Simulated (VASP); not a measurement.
Write the native input for VASP 6.6.1 that does the following.

```
Task                   : single point
Functional             : PBEsol
Potentials or basis    : VASP PAW PBE potentials, release 64 (Ga_d, N)
Cutoff                 : 520 eV
k mesh                 : 10 × 10 × 10
Occupations            : gaussian, width 0.05 eV
Spin                   : no spin polarisation
Dipole correction      : no
Further INCAR settings : ALGO = Normal; EDIFF = 1e-06; NBANDS = 16
```

The structure of GaN lies in POSCAR:

```
GaN
1.0
    0.0633233671      2.2535006075      2.2535006075
    2.2535006075      0.0633233671      2.2535006075
    2.3168239746      2.3168239746      0.0000000000
Ga N
1 1
Direct
    0.0000000000      0.0000000000      0.0000000000
    0.7500000000      0.7500000000      0.7500000000
```

This cell differs from its parent crystal: strain +0.0562 x Voigt [0, 0, 0, 0, 0, 1].

One way to write it, as run:

INCAR

```
ALGO = Normal
EDIFF = 1E-6
ENCUT = 520
GGA = PS
ISIF = 2
ISMEAR = 0
LASPH = True
LCHARG = False
LREAL = False
LWAVE = False
NBANDS = 16
NELM = 100
PREC = Accurate
SIGMA = 0.05
```

KPOINTS

```
k-points
0
Gamma
  10 10 10
```

Potentials or basis: VASP PAW PBE potentials, release 64 (Ga_d, N).

The run is started by

```console
$ cat potpaw_PBE.64/Ga_d/POTCAR potpaw_PBE.64/N/POTCAR > POTCAR
$ mpirun -np 1 vasp_std > vasp.out
```

It gave:

* Pressure: -0.5 GPa
* Largest force: 0.449 eV/Å
* Band gap on the k mesh: 1.51 eV, direct

Caveat: the cell differs from its parent crystal (strain +0.0562 x Voigt [0, 0, 0, 0, 0, 1]); the PAW data sets were made with another functional, which shifts forces and pressure a little.

Wall time 76 s on 1 thread of Intel Xeon 8259CL, on a shared host, peak memory 0.18 GiB.
